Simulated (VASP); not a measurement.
# Si62Sb (a cell with a defect): single point with PBE+D3(BJ)

System: Si62Sb (a cell with a defect).

```xyz
63
Lattice="10.8600 0.0000 0.0000 0.0000 10.8600 0.0000 0.0000 0.0000 10.8600" Properties=species:S:1:pos:R:3 pbc="T T T"
Si    5.3949   -0.0007    0.0007
Si    6.7646    1.3296    1.3737
Si    8.1333    2.7087   -0.0054
Si    9.5194    4.0556    1.3687
Si    8.1583    0.0025    2.7147
Si    9.5092    1.3567    4.0736
Si   -0.0114    0.0019   -0.0019
Si    1.3684    1.3466    1.3379
Si    2.7131    2.7264   -0.0019
Si    4.0756    4.0674    1.3606
Si    5.4297    5.4167   -0.0025
Si    6.8496    6.7254    1.3090
Si    8.1583    8.1453   -0.0025
Si    9.5076    9.4994    1.3606
Si    2.7157   -0.0007    2.6799
Si    4.0887    1.3296    4.0496
Si    5.4346    2.7159    2.7196
Si    6.7940    4.0671    4.0790
Si    8.1608    5.4142    2.7302
Si    9.5079    6.7810    4.0790
Si    5.4297    0.0025    5.4433
Si    6.7886    1.3567    6.7942
Si    8.1478    2.7147    5.4328
Si    9.5072    4.0678    6.7922
Si    8.1333    0.0054    8.1513
Si    9.4958    1.3553    9.5047
Si    0.0063    5.4417   -0.0054
Si    1.3854    6.8104    1.3737
Si    2.7157    8.1801    0.0007
Si    0.0108    2.7042    2.7219
Si    1.3583    4.0658    4.0736
Si    2.7125    5.4167    2.7147
Si    4.0240    6.7254    4.1346
Si    6.8496    9.5510    4.1346
Si    0.0063    0.0054    5.4183
Si    1.3597    1.3553    6.7808
Si    2.7096    2.7087    5.4183
Si    4.0837    4.0556    6.8044
Si    5.4452    5.4142    5.4458
Si    6.7940    6.7810    6.7929
Si    8.1608    8.1298    5.4458
Si    9.5194    9.4913    6.8044
Si    2.7131    0.0019    8.1336
Si    4.0529    1.3466    9.5134
Si    5.4369    2.7042    8.1558
Si    6.7886    4.0658    9.5033
Si    8.1478    5.4272    8.1453
Si    9.5092    6.7864    9.5033
Si   -0.0009    8.1404    2.7196
Si    1.3854    9.4863    4.0496
Si    0.0003    5.4272    5.4328
Si    1.3583    6.7864    6.7942
Si    2.7125    8.1453    5.4433
Si    4.0756    9.4994    6.7926
Si   -0.0005    2.7155    8.1445
Si    1.3597    4.0792    9.5047
Si    2.7096    5.4417    8.1513
Si    4.0887    6.8104    9.5304
Si    5.4346    8.1404    8.1441
Si    6.7646    9.4863    9.5304
Si    0.0108    8.1381    8.1558
Si    1.3684    9.5221    9.5134
Sb    5.1757    8.3993    2.4607
```

* Program: VASP 6.6.1
* Task: single point
* Functional: PBE
* Dispersion: D3(BJ)
* Potentials or basis: VASP PAW PBE potentials, release 64 (Si, Sb)
* Cutoff: 520 eV
* k mesh: 1 × 1 × 1
* Occupations: fermi-dirac, width 0.05 eV
* Spin: no spin polarisation
* Dipole correction: no
* Charge: 1
* Further INCAR settings: LREAL = Auto; ALGO = Normal; EDIFF = 1e-06; NBANDS = 164; NELECT = 252.0

```json
{
  "Largest force": "0.045 eV/Å",
  "Dispersion energy per atom": "-0.320 eV"
}
```

Forces on the atoms (eV/Å):
```
Si   0.030  0.012 -0.012
Si   0.006  0.007 -0.004
Si  -0.001 -0.007  0.008
Si  -0.009  0.009 -0.014
Si   0.006 -0.004  0.016
Si   0.002 -0.002  0.003
Si  -0.001 -0.001  0.001
Si  -0.008  0.008 -0.013
Si   0.001  0.001  0.001
Si   0.001 -0.001  0.001
Si   0.016 -0.006  0.004
Si  -0.006  0.006 -0.023
Si   0.006 -0.016  0.004
Si   0.001 -0.001  0.001
Si  -0.012  0.012  0.030
Si  -0.004  0.007  0.006
Si   0.003  0.000  0.003
Si   0.008 -0.015  0.008
Si  -0.012  0.012  0.023
Si   0.015 -0.008  0.008
Si   0.016 -0.004  0.006
Si   0.003 -0.002  0.002
Si   0.007 -0.003  0.007
Si  -0.003  0.003 -0.003
Si  -0.001 -0.008  0.007
Si   0.001  0.003 -0.003
Si   0.007  0.001  0.008
Si  -0.007 -0.006 -0.004
Si  -0.012 -0.030 -0.012
Si  -0.005  0.005 -0.004
Si   0.002 -0.002  0.003
Si   0.004 -0.006  0.016
Si  -0.023  0.006 -0.006
Si  -0.006  0.023 -0.006
Si   0.007 -0.008 -0.001
Si  -0.003  0.003  0.001
Si   0.008 -0.007 -0.001
Si  -0.014  0.009 -0.009
Si   0.023  0.012 -0.012
Si   0.008 -0.008  0.015
Si  -0.012 -0.023 -0.012
Si  -0.009  0.014 -0.009
Si   0.001 -0.001 -0.001
Si  -0.013  0.008 -0.008
Si  -0.004  0.005 -0.005
Si   0.003 -0.002  0.002
Si   0.007 -0.007  0.003
Si   0.002 -0.003  0.002
Si   0.000 -0.003  0.003
Si  -0.007  0.004  0.006
Si   0.003 -0.007  0.007
Si   0.002 -0.003  0.002
Si   0.004 -0.016  0.006
Si   0.001 -0.001  0.001
Si   0.000  0.000  0.000
Si  -0.003 -0.001 -0.003
Si   0.008  0.001  0.007
Si  -0.004 -0.006 -0.007
Si   0.003 -0.003  0.000
Si   0.006  0.004 -0.007
Si  -0.005  0.004 -0.005
Si  -0.008  0.013 -0.008
Sb  -0.026  0.026 -0.026
```

Levels at points of the mesh, in eV from the Fermi level:
| k point | band 123 | band 124 | band 125 | band 126 | band 127 | band 128 | band 129 | band 130 |
| --- | --- | --- | --- | --- | --- | --- | --- | --- |
| (0.00, 0.00, 0.00) | -0.81 | -0.78 | -0.78 | -0.13 | 0.17 | 0.17 | 0.28 | 0.28 |

Wall time 3.8 min on 1 thread of Intel(R) Xeon(R) Platinum 8488C (Sapphire Rapids), with other jobs on the host, peak memory 1 GiB.

Caveat: the k points lie up to 0.58 Å⁻¹ apart; the cell carries a net charge on a neutralising background, which shifts energy and pressure; the cell is charged against a uniform background, so pressure and absolute levels hang on convention; spin-orbit coupling is left out, which moves the levels of the heavy elements.
